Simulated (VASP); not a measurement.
# LiBiBr (P4/nmm) in VASP: density of states with PBE

Aim: the density of states of LiBiBr with PBE.

Everything below comes from runs of VASP 6.6.1. Logs are shortened: lines on timing, memory, paths and dates and some standing lists are left out, and cuts for length are marked.

### Step 1. The cell of the first run

Symmetry: P4/nmm, No. 129, tetragonal system. Conventional cell: a = 3.985 Å, b = 3.985 Å, c = 8.220 Å, α = 90.00°, β = 90.00°, γ = 90.00°. Li (site symmetry -4m2) has 4 Bi at 2.36 Å and 4 Li at 2.82 Å within 3.1 Å. Br (site symmetry 4mm) has 6 Bi at 3.23 to 4.12 Å and 4 Li at 3.48 Å and 8 Br at 3.78 to 3.99 Å within 4.3 Å. Bi (site symmetry 4mm) has 4 Li at 2.36 Å within 3.1 Å.

### Step 2. Density of states, PBE

File POSCAR:

```
LiBiBr
1.0
    3.9852180000      0.0000000000      0.0000000000
    0.0000000000      3.9852180000      0.0000000000
    0.0000000000      0.0000000000      8.2203380000
Li Br Bi
2 2 2
Direct
    0.0000000000      0.0000000000      0.0000000000
    0.5000000000      0.5000000000      0.0000000000
    0.0000000000      0.5000000000      0.6530000000
    0.5000000000      0.0000000000      0.3470000000
    0.0000000000      0.5000000000      0.1540000000
    0.5000000000      0.0000000000      0.8460000000
```

File INCAR.step1:

```
PREC     = Accurate       # precision mode
ENCUT    = 520            # plane-wave cutoff, eV
EDIFF    = 1E-7           # SCF threshold, eV
ISMEAR   = 0              # smearing method
SIGMA    = 0.015          # smearing width, eV
LREAL    = F              # projectors in reciprocal space
LASPH    = T              # aspherical terms in the spheres
NELM     = 100            # most SCF steps
ALGO     = Normal         # electronic algorithm
ISIF     = 2              # what is computed and relaxed
LWAVE    = F              # write WAVECAR
LCHARG   = T              # write CHGCAR
GGA      = PE             # functional
NBANDS   = 34             # bands
```

File KPOINTS.step1:

```
regular mesh
0
Gamma
  7 7 3
```

File INCAR.step2:

```
PREC     = Accurate       # precision mode
ENCUT    = 520            # plane-wave cutoff, eV
EDIFF    = 1E-7           # SCF threshold, eV
ISMEAR   = -5             # smearing method
SIGMA    = 0.015          # smearing width, eV
LREAL    = F              # projectors in reciprocal space
LASPH    = T              # aspherical terms in the spheres
NELM     = 100            # most SCF steps
ALGO     = Normal         # electronic algorithm
ISIF     = 2              # what is computed and relaxed
LWAVE    = F              # write WAVECAR
LCHARG   = F              # write CHGCAR
GGA      = PE             # functional
LORBIT   = 11             # projections on sites
NEDOS    = 1001           # points of the DOS
ICHARG   = 11             # starting density
```

File KPOINTS.step2:

```
regular mesh
0
Gamma
  11 11 5
```

Potentials or basis: VASP PAW PBE potentials, release 64 (Li_sv, Br, Bi_d).

Run with:

```bash
$ cat potpaw_PBE.64/Li_sv/POTCAR potpaw_PBE.64/Br/POTCAR potpaw_PBE.64/Bi_d/POTCAR > POTCAR
$ cp INCAR.step1 INCAR
$ cp KPOINTS.step1 KPOINTS
$ mpirun -np 1 vasp_std > vasp.out
$ cp INCAR.step2 INCAR
$ cp KPOINTS.step2 KPOINTS
$ mpirun -np 1 vasp_std > vasp.out
```

OUTCAR:

```text
PREC = Accurate
   ENCUT = 520
   EDIFF = 1E-7
   ISMEAR = -5
   LREAL = F
   LASPH = T
   NELM = 100
   ISIF = 2
   GGA = PE
   LORBIT = 11
   ICHARG = 11

 ion  position               nearest neighbor table
   1  0.000  0.000  0.000-   5 2.36   6 2.36   5 2.36   6 2.36
   2  0.500  0.500  0.000-   5 2.36   6 2.36   6 2.36   5 2.36
   3  0.000  0.500  0.653-   6 3.23   6 3.23   6 3.23   6 3.23
   4  0.500  0.000  0.347-   5 3.23   5 3.23   5 3.23   5 3.23
   5  0.000  0.500  0.154-   1 2.36   2 2.36   1 2.36   2 2.36   4 3.23   4 3.23   4 3.23   4 3.23
                             6 3.79   6 3.79   6 3.79   6 3.79
   6  0.500  0.000  0.846-   1 2.36   2 2.36   2 2.36   1 2.36   3 3.23   3 3.23   3 3.23   3 3.23
                             5 3.79   5 3.79   5 3.79   5 3.79

  LATTYP: Found a simple tetragonal cell.
 ALAT       =     3.9852180000
 C/A-ratio  =     2.0627072346

  Lattice vectors:

 A1 = (   3.9852180000,   0.0000000000,   0.0000000000)
 A2 = (   0.0000000000,   3.9852180000,   0.0000000000)
 A3 = (   0.0000000000,   0.0000000000,   8.2203380000)

Analysis of symmetry for initial positions (statically):
=====================================================================
 Subroutine PRICEL returns:
 Original cell was already a primitive cell.

 Routine SETGRP: Setting up the symmetry group for a
 simple tetragonal supercell.

 Subroutine GETGRP returns: Found 16 space group operations
 (whereof  8 operations were pure point group operations)
 out of a pool of 16 trial point group operations.

The static configuration has the point symmetry D_2d.
 The point group associated with its full space group is D_4h.

Analysis of symmetry for dynamics (positions and initial velocities):
=====================================================================
 Subroutine PRICEL returns:
 Original cell was already a primitive cell.

 Routine SETGRP: Setting up the symmetry group for a
 simple tetragonal supercell.

 Subroutine GETGRP returns: Found 16 space group operations
 (whereof  8 operations were pure point group operations)
 out of a pool of 16 trial point group operations.

The dynamic configuration has the point symmetry D_2d.
 The point group associated with its full space group is D_4h.

[... 111 lines left out ...]
   NSW    =      0    number of steps for IOM
   IBRION =     -1    ionic relax: 0-MD 1-quasi-New 2-CG
   NFREE  =      0    steps in history (QN), initial steepest desc. (CG)
   ISIF   =      2    stress and relaxation
   ISYM   =      2    0-nonsym 1-usesym 2-fastsym
   POTIM  = 0.5000    time-step for ionic-motion
   TEBEG  =    0.0;   TEEND  =   0.0 temperature during run
   PSTRESS=    0.0 pullay stress
   NELECT =      50.0000    total number of electrons
   NUPDOWN=      -1.0000    fix difference up-down
   EMIN   =  10.00;   EMAX   =-10.00  energy-range for DOS
   EFERMI =   0.00;   METHOD = LEGACY
   ISMEAR =    -5;   SIGMA  =   0.01  broadening in eV -4-tet -1-fermi 0-gaus
   EFERMI_NEDOS =   21; number of points for ismear=-14 and -15
   IALGO  =     38    algorithm
   IMIX   =      4    mixing-type and parameters
     AMIX     =   0.40;   BMIX     =  1.00
     AMIX_MAG =   1.60;   BMIX_MAG =  1.00
  volume/ion in A,a.u.               =      21.76       146.84
  Fermi-wavevector in a.u.,A,eV,Ry     =   1.188868  2.246634 19.230564  1.413407
  Thomas-Fermi vector in A             =   2.324988
   LORBIT       =     11    0 simple, 1 ext, 2 COOP (PROOUT), +10 PAW based schemes
   GGA     = PE    functional components
   LHFCALC =     F    Hartree Fock is set to
   AEXX    =    0.0000 exact exchange contribution
   IVDW    =     0    specifies the selected vdW correction
   LEPSILON=     F    determine dielectric tensor
   LRPA    =     F    only Hartree local field effects (RPA)
 non-spin polarized calculation
 Fermi weights with tetrahedron method with Bloechl corrections
  energy-cutoff  :      520.00
  volume of cell :      130.56
 maximum number of plane-waves:      3551
 NGX is ok and might be reduce to    30

 number of electron      50.0000002 magnetization

 Free energy of the ion-electron system (eV)
  ---------------------------------------------------
  ext. energy  EPLUGINS =         0.00000000
  ---------------------------------------------------
  free energy    TOTEN  =       -11.84370235 eV

  energy without entropy =      -11.84370235  energy(sigma->0) =      -11.84370235

 E-fermi :   4.9405     XC(G=0):  -9.6408

 val. band max:        4.9365064414   @ k =   0.4545   0.1818   0.2000
 cond. band min:       4.9387888877   @ k =   0.4545   0.0000   0.4000
 fundamental gap:      0.0022824463
 Fermi energy:         4.9405164127

 k-point     1 :       0.0000    0.0000    0.0000
  band No.  band energies     occupation
      1     -41.0997      2.00000
      2     -41.0593      2.00000
      3     -17.8848      2.00000
      4     -17.8723      2.00000
      5     -17.8269      2.00000
      6     -17.8269      2.00000
[... 781 lines left out ...]
     29       9.3012      0.00000
     30      10.6432      0.00000

 [... further k-points ...]
[... 5 lines left out ...]
  --------------------------------------------------------------------------------------
  -------------------------------------------------------------------------------------
  Total       15.1857987     15.1857987      9.6833706      0.0000000      0.0000000      0.0000000
  in kB      186.3607202    186.3607202    118.8347052      0.0000000      0.0000000      0.0000000
  external PRESSURE =     163.8520486 kB  Pullay stress =       0.0000000 kB

 VOLUME and BASIS-vectors are now :
 -----------------------------------------------------------------------------
  energy-cutoff  :      520.00
  volume of cell :      130.56
      direct lattice vectors                 reciprocal lattice vectors
     3.985218000  0.000000000  0.000000000     0.250927302  0.000000000  0.000000000
     0.000000000  3.985218000  0.000000000     0.000000000  0.250927302  0.000000000
     0.000000000  0.000000000  8.220338000     0.000000000  0.000000000  0.121649499

 POSITION                                       TOTAL-FORCE (eV/Angst)
 -----------------------------------------------------------------------------------
      0.00000      0.00000      0.00000         0.000000      0.000000      0.000000
      1.99261      1.99261      0.00000         0.000000     -0.000000      0.000000
      0.00000      1.99261      5.36788         0.000000     -0.000000     -0.455787
      1.99261      0.00000      2.85246         0.000000      0.000000      0.455787
      0.00000      1.99261      1.26593         0.000000     -0.000000      2.653050
      1.99261      0.00000      6.95441        -0.000000     -0.000000     -2.653050
 -----------------------------------------------------------------------------------
    total drift:                                0.000000      0.000000     -0.000000

  FREE ENERGIE OF THE ION-ELECTRON SYSTEM (eV)
  ---------------------------------------------------
  free  energy   TOTEN  =       -11.8437023499 eV

  energy  without entropy=      -11.8437023499  energy(sigma->0) =      -11.84370235

 total charge

# of ion       s       p       d       tot
------------------------------------------
    1        2.081   0.151   0.000   2.232
    2        2.081   0.151   0.000   2.232
    3        1.631   3.158   0.017   4.806
    4        1.631   3.158   0.017   4.806
    5        1.544   1.459   9.926  12.929
    6        1.544   1.459   9.926  12.929
--------------------------------------------------
tot         10.513   9.535  19.886  39.934
```

OUTCAR.step1:

```text
PREC = Accurate
   ENCUT = 520
   EDIFF = 1E-7
   ISMEAR = 0
   LREAL = F
[... 975 lines left out ...]
      0.00000      1.99261      5.36788         0.000000      0.000000     -0.471468
      1.99261      0.00000      2.85246         0.000000      0.000000      0.471468
      0.00000      1.99261      1.26593        -0.000000      0.000000      2.595642
      1.99261      0.00000      6.95441        -0.000000      0.000000     -2.595642
 -----------------------------------------------------------------------------------
    total drift:                                0.000000      0.000000      0.000000

  FREE ENERGIE OF THE ION-ELECTRON SYSTEM (eV)
  ---------------------------------------------------
  free  energy   TOTEN  =       -11.8384724487 eV

  energy  without entropy=      -11.8377387280  energy(sigma->0) =      -11.83810559
```

Run time: 4.4 min. Hardware: 1 thread of Intel Xeon Platinum 8259CL at 2.50GHz (Skylake/Cascade Lake), shared host; peak memory 0.37 GiB.

What came out:

* Valence electrons inside the program's atomic spheres: Li 2.23; Br 4.81; Bi 12.93

Levels at points of the mesh, in eV from the Fermi level:
| k point | band 21 | band 22 | band 23 | band 24 | band 25 | band 26 | band 27 | band 28 | band 29 | band 30 |
| --- | --- | --- | --- | --- | --- | --- | --- | --- | --- | --- |
| (0.00, 0.00, 0.00) | -2.16 | -2.10 | -1.54 | -0.57 | -0.57 | 1.47 | 2.46 | 2.46 | 3.84 | 4.94 |

Caveat: the cutoff is under 1.25 times the usual one of these potentials, so pressure, stress and relaxed cells hold a basis-set (Pulay) error; spin-orbit coupling is left out, which moves the levels of the heavy elements; tetrahedron occupations give inexact forces and stress in metals.
